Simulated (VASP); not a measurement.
Here is a VASP 6.6.1 calculation.

Contents of INCAR:

```
PREC = Accurate
ENCUT = 520
EDIFF = 1E-6
ISMEAR = 0
SIGMA = 0.1
LREAL = False
LASPH = True
NELM = 60
ALGO = Normal
ISIF = 2
LWAVE = False
LCHARG = False
GGA = PE
NBANDS = 21
```

KPOINTS

```
Automatic mesh
0
Gamma
  4 4 6
```

The input POSCAR:

```
Si
1.0
    4.9757005942      0.0000000000      0.0000000000
    0.0000000000      5.9625164940      0.0000000000
    0.0000000000      0.0000000000      3.5862860903
Si
6
Direct
    0.5000000000      0.0000000000      0.0000000000
    0.0000000000      0.5000000000      0.5000000000
    0.3108991176      0.6230130147      0.0000000000
    0.6891008824      0.3769869853      0.0000000000
    0.8108991176      0.8769869853      0.5000000000
    0.1891008824      0.1230130147      0.5000000000
```

Potentials or basis: VASP PAW PBE potentials, release 64 (Si).

The run is started by

```console
$ cat potpaw_PBE.64/Si/POTCAR > POTCAR
$ mpirun -np 1 vasp_std > vasp.out
```

Question: What does it give for the largest force?

Answer: 0.029 eV/Å.

Question: Estimate the pressure.

Answer: 0.0 GPa.

Question: Predict the band gap on the k mesh.

Answer: Zero (bands 12 and 13 overlap by 2.39 eV).

Stress tensor (GPa, compression positive):
```
-0.36  0.00  0.00
 0.00 -0.06  0.00
 0.00  0.00  0.34
```
